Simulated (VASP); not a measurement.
Sc12Pd, 13 atoms in the cell. The cell holds a slab with vacuum, 13 atoms: a = 6.620 Å, b = 6.620 Å, c = 18.276 Å, α = 90.00°, β = 90.00°, γ = 60.00°. 

* Program: VASP 6.6.1
* Task: single point
* Functional: LDA
* Potentials or basis: VASP PAW LDA potentials, release 64 (Sc_sv, Pd)
* Cutoff: 520 eV
* k mesh: 3 × 3 × 1
* Occupations: fermi-dirac, width 0.15 eV
* Spin: no spin polarisation
* Dipole correction: no
* Further INCAR settings: ALGO = Normal; EDIFF = 1e-06; NBANDS = 83

Potentials or basis: VASP PAW LDA potentials, release 64 (Sc_sv, Pd).

Run with:

```sh
$ cat potpaw_LDA.64/Sc_sv/POTCAR potpaw_LDA.64/Pd/POTCAR > POTCAR
$ mpirun -np 1 vasp_std > vasp.out
```

Hardware: 1 thread of Intel(R) Xeon(R) 6975P-C (Granite Rapids) (shared host).

Estimate the wall time of this run.

It took 18 min on 1 thread of Intel(R) Xeon(R) 6975P-C (Granite Rapids) (shared host), peak memory 0.66 GiB. Counts: scf iterations 52, k points 5.
